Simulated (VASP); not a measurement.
# GaSb (F-43m) in VASP: elastic constants with LDA

Aim: the elastic constants of GaSb with LDA.

All numbers are computed with VASP 6.6.1; they aren't measurements. Logs are shortened: lines on timing, memory, paths and dates and some standing lists are left out, and cuts for length are marked.

### Step 1. The cell of the first run

It takes space group F-43m (No. 216, cubic). The conventional cell has a = 5.982 Å, b = 5.982 Å, c = 5.982 Å, α = 90.00°, β = 90.00°, γ = 90.00°. Ga (site symmetry -43m) has 4 Sb at 2.59 Å within 3.4 Å. Sb (site symmetry -43m) has 4 Ga at 2.59 Å within 3.4 Å.

### Step 2. Elastic constants, LDA

INCAR reads:

```
  PREC = Accurate
  ENCUT = 600
  EDIFF = 1E-8
  ISMEAR = -1
  SIGMA = 0.1
  LREAL = False
  LASPH = True
  NELM = 80
  ALGO = Normal
  ISIF = 3
  LWAVE = False
  LCHARG = False
  NBANDS = 16
  IBRION = 6
  NFREE = 2
  POTIM = 0.015
  NSW = 1
```

KPOINTS reads:

```
regular mesh
0
Gamma
  14 14 14
```

POSCAR reads:

```
GaSb
1.0
    0.0000000000      2.9912495648      2.9912495648
    2.9912495648      0.0000000000      2.9912495648
    2.9912495648      2.9912495648      0.0000000000
Ga Sb
1 1
Direct
    0.0000000000      0.0000000000      0.0000000000
    0.7500000000      0.7500000000      0.7500000000
```

Potentials or basis: VASP PAW LDA potentials, release 64 (Ga_d, Sb).

Run with:

```console
$ cat potpaw_LDA.64/Ga_d/POTCAR potpaw_LDA.64/Sb/POTCAR > POTCAR
$ mpirun -np 1 vasp_std > vasp.out
```

OUTCAR:

```text
PREC = Accurate
   ENCUT = 600
   EDIFF = 1E-8
   ISMEAR = -1
   LREAL = False
   LASPH = True
   NELM = 80
   ISIF = 3
   IBRION = 6
   NFREE = 2
   POTIM = 0.015
   NSW = 1

 ion  position               nearest neighbor table
   1  0.000  0.000  0.000-   2 2.59   2 2.59   2 2.59   2 2.59
   2  0.750  0.750  0.750-   1 2.59   1 2.59   1 2.59   1 2.59

  LATTYP: Found a face centered cubic cell.
 ALAT       =     5.9824991296

  Lattice vectors:

 A1 = (   0.0000000000,   2.9912495648,   2.9912495648)
 A2 = (   2.9912495648,   0.0000000000,   2.9912495648)
 A3 = (   2.9912495648,   2.9912495648,   0.0000000000)

Analysis of symmetry for initial positions (statically):
=====================================================================
 Subroutine PRICEL returns:
 Original cell was already a primitive cell.

 Routine SETGRP: Setting up the symmetry group for a
 face centered cubic supercell.

 Subroutine GETGRP returns: Found 24 space group operations
 (whereof 24 operations were pure point group operations)
 out of a pool of 48 trial point group operations.

The static configuration has the point symmetry T_d .

Analysis of symmetry for dynamics (positions and initial velocities):
=====================================================================
 Subroutine PRICEL returns:
 Original cell was already a primitive cell.

 Routine SETGRP: Setting up the symmetry group for a
 face centered cubic supercell.

 Subroutine GETGRP returns: Found 24 space group operations
 (whereof 24 operations were pure point group operations)
 out of a pool of 48 trial point group operations.

The dynamic configuration has the point symmetry T_d .

 Subroutine INISYM returns: Found 24 space group operations
 (whereof 24 operations are pure point group operations),
 and found     1 'primitive' translations

----------------------------------------------------------------------------------------

                                     Primitive cell

  volume of cell :      53.5289

  direct lattice vectors                    reciprocal lattice vectors
     0.000000000  2.991249565  2.991249565    -0.167154224  0.167154224  0.167154224
     2.991249565  0.000000000  2.991249565     0.167154224 -0.167154224  0.167154224
     2.991249565  2.991249565  0.000000000     0.167154224  0.167154224 -0.167154224

  length of vectors
     4.230265703  4.230265703  4.230265703     0.289519609  0.289519609  0.289519609

  position of ions in fractional coordinates (direct lattice)
     0.000000000  0.000000000  0.000000000
     0.750000000  0.750000000  0.750000000

  ion indices of the primitive-cell ions
   primitive index   ion index
                 1           1
                 2           2

----------------------------------------------------------------------------------------

 KPOINTS: regular mesh

Automatic generation of k-mesh.
 Grid dimensions read from file:
 generate k-points for:   14   14   14
[... 104 lines left out ...]

 number of electron      17.9999999 magnetization

 Free energy of the ion-electron system (eV)
  ---------------------------------------------------
  ext. energy  EPLUGINS =         0.00000000
  ---------------------------------------------------
  free energy    TOTEN  =        -8.66101178 eV

  energy without entropy =       -8.65996388  energy(sigma->0) =       -8.66048783

------------------------ aborting loop because EDIFF is reached ----------------------------------------

  FORCE on cell =-STRESS in cart. coord.  units (eV):
  Direction    XX          YY          ZZ          XY          YZ          ZX
  --------------------------------------------------------------------------------------
  -------------------------------------------------------------------------------------
  Total        0.7458024      0.7458024      0.7458024      0.0000000      0.0000000     -0.0000000
  in kB       22.3226830     22.3226830     22.3226830      0.0000000      0.0000000     -0.0000000
  external PRESSURE =      22.3226830 kB  Pullay stress =       0.0000000 kB
[... 89 lines left out ...]
  FREE ENERGIE OF THE ION-ELECTRON SYSTEM (eV)
  ---------------------------------------------------
  free  energy   TOTEN  =        -8.6461137644 eV

  energy  without entropy=       -8.6451257325  energy(sigma->0) =       -8.64561975

[... ionic steps 4 to 14 ...]

--------------------------------------- Ionic step       15  -------------------------------------------

 number of electron      17.9999999 magnetization

------------------------ aborting loop because EDIFF is reached ----------------------------------------
[... 67 lines left out ...]
--------------------------------------- Ionic step       17  -------------------------------------------

 number of electron      17.9999999 magnetization

 Free energy of the ion-electron system (eV)
  ---------------------------------------------------
  ext. energy  EPLUGINS =         0.00000000
  ---------------------------------------------------
  free energy    TOTEN  =        -8.65998620 eV

  energy without entropy =       -8.65892227  energy(sigma->0) =       -8.65945424

 E-fermi :   5.6224     XC(G=0):  -9.6884

 val. band max:        5.4443642433   @ k =   0.0000   0.0000   0.0000
 cond. band min:       5.7619491959   @ k =   0.0000   0.0000   0.0000
 fundamental gap:      0.3175849526
 Fermi energy:         5.6224290895

 k-point     1 :       0.0000    0.0000    0.0000
  band No.  band energies     occupation
      1      -9.8956      2.00000
      2      -9.8938      2.00000
      3      -9.8918      2.00000
      4      -9.8332      2.00000
      5      -9.8331      2.00000
      6      -6.6064      2.00000
[... 433 lines left out ...]
      3      -9.8820      2.00000
      4      -9.8374      2.00000
      5      -9.8317      2.00000
      6      -5.8020      2.00000
[... 8 lines left out ...]
     15      13.7622      0.00000
     16      14.2536      0.00000

 [... further k-points ...]

------------------------ aborting loop because EDIFF is reached ----------------------------------------

  FORCE on cell =-STRESS in cart. coord.  units (eV):
  Direction    XX          YY          ZZ          XY          YZ          ZX
  --------------------------------------------------------------------------------------
  -------------------------------------------------------------------------------------
  Total        0.7467439      0.7493036      0.7493036      0.0000000     -0.1344911      0.0000000
  in kB       22.3508653     22.4274801     22.4274801      0.0000000     -4.0254669      0.0000000
  external PRESSURE =      22.4019418 kB  Pullay stress =       0.0000000 kB
[... 17 lines left out ...]
  FREE ENERGIE OF THE ION-ELECTRON SYSTEM (eV)
  ---------------------------------------------------
  free  energy   TOTEN  =        -8.6599861997 eV

  energy  without entropy=       -8.6589222708  energy(sigma->0) =       -8.65945424

 INTERNAL STRAIN TENSORS FROM STRAINED CELLS
 ============================================

 INTERNAL STRAIN TENSOR FOR ION    1 for displacements in x,y,z  (eV/Angst):
          X           Y           Z          XY          YZ          ZX
  --------------------------------------------------------------------------------
  x     0.00000     0.00000     0.00000     0.00000    -8.96337     0.00000
  y     0.00000     0.00000    -0.00000     0.00000     0.00000    -8.96357
  z     0.00000    -0.00000    -0.00000    -8.96276    -0.00000    -0.00000

 INTERNAL STRAIN TENSORS FROM DISPLACED ATOMS
 ============================================

 INTERNAL STRAIN TENSOR FOR ION    1 for displacements in x,y,z  (eV/Angst):
          X           Y           Z          XY          YZ          ZX
  --------------------------------------------------------------------------------
  x     0.00000     0.00000     0.00000     0.00000    -8.96350     0.00000
  y     0.00000     0.00000     0.00000     0.00000     0.00000    -8.96350
  z     0.00000     0.00000     0.00000    -8.96350     0.00000     0.00000

 INTERNAL STRAIN TENSOR FOR ION    2 for displacements in x,y,z  (eV/Angst):
          X           Y           Z          XY          YZ          ZX
  --------------------------------------------------------------------------------
  x     0.00000    -0.00000    -0.00000     0.00000     8.95519     0.00000
  y    -0.00000     0.00000    -0.00000     0.00000     0.00000     8.95519
  z    -0.00000    -0.00000     0.00000     8.95519     0.00000     0.00000

 Eigenvectors and eigenvalues of the dynamical matrix
 ----------------------------------------------------

   1 f  =    7.089226 THz    44.542920 2PiTHz  236.471120 cm-1    29.318669 meV
             X         Y         Z           dx          dy          dz
      0.000000  0.000000  0.000000     0.797455   -0.000000    0.000000
      4.486874  4.486874  4.486874    -0.603379    0.000000    0.000000
[... 21 lines left out ...]
   6 f/i=    0.000545 THz     0.003426 2PiTHz    0.018187 cm-1     0.002255 meV
             X         Y         Z           dx          dy          dz
      0.000000  0.000000  0.000000    -0.097659    0.357710   -0.475996
      4.486874  4.486874  4.486874    -0.129071    0.472767   -0.629099

--------------------------------------------------------------------------------------------------------

 ELASTIC MODULI CONTR FROM IONIC RELAXATION (kBar)
 Direction    XX          YY          ZZ          XY          YZ          ZX
 --------------------------------------------------------------------------------
 XX          -0.0000      0.0000      0.0000      0.0000     -0.0000      0.0000
 YY           0.0000     -0.0000      0.0000      0.0000      0.0000     -0.0000
 ZZ           0.0000      0.0000     -0.0000     -0.0000      0.0000      0.0000
 XY           0.0000      0.0000     -0.0000   -263.5485      0.0000      0.0000
 YZ          -0.0000      0.0000      0.0000      0.0000   -263.5485      0.0000
 ZX           0.0000     -0.0000      0.0000      0.0000      0.0000   -263.5485
 --------------------------------------------------------------------------------

 TOTAL ELASTIC MODULI (kBar)
 Direction    XX          YY          ZZ          XY          YZ          ZX
 --------------------------------------------------------------------------------
 XX         945.7819    479.9318    479.9318      0.0000     -0.0000      0.0000
 YY         479.9318    945.7819    479.9318      0.0000     -0.0000      0.0000
 ZZ         479.9318    479.9318    945.7819     -0.0000     -0.0000      0.0000
 XY           0.0000      0.0000     -0.0000    433.4253     -0.0000     -0.0000
 YZ          -0.0000     -0.0000     -0.0000     -0.0000    433.4253     -0.0000
 ZX           0.0000      0.0000      0.0000     -0.0000     -0.0000    433.4253
 --------------------------------------------------------------------------------
```

Run time: 2.2 h. Hardware: 1 thread of Oxide Virtual Turin-like, shared host; peak memory 1.2 GiB.

What came out:

| Quantity | Value |
| --- | --- |
| Elastic constants C11, C12, C44 | 95, 48, 43 GPa |
| Voigt bulk modulus | 64 GPa |
| Highest phonon frequency at Γ, LO-TO splitting left out | 236 cm⁻¹ |

Phonon frequencies in cm⁻¹ (negative: imaginary):
```csv
q point,frequencies
"(0.000, 0.000, 0.000)",0 0 0 236 236 236
```

Elastic tensor in Voigt notation (GPa, in the Cartesian axes of the cell as first typed):
```
95 48 48  0  0  0
48 95 48  0  0  0
48 48 95  0  0  0
 0  0  0 43  0  0
 0  0  0  0 43  0
 0  0  0  0  0 43
```

Clamped-ion elastic tensor (GPa):
```
95 48 48  0  0  0
48 95 48  0  0  0
48 48 95  0  0  0
 0  0  0 70  0  0
 0  0  0  0 70  0
 0  0  0  0  0 70
```

Caveat: the cell is under stress, which shifts elastic constants; spin-orbit coupling is left out, which moves the levels of the heavy elements.
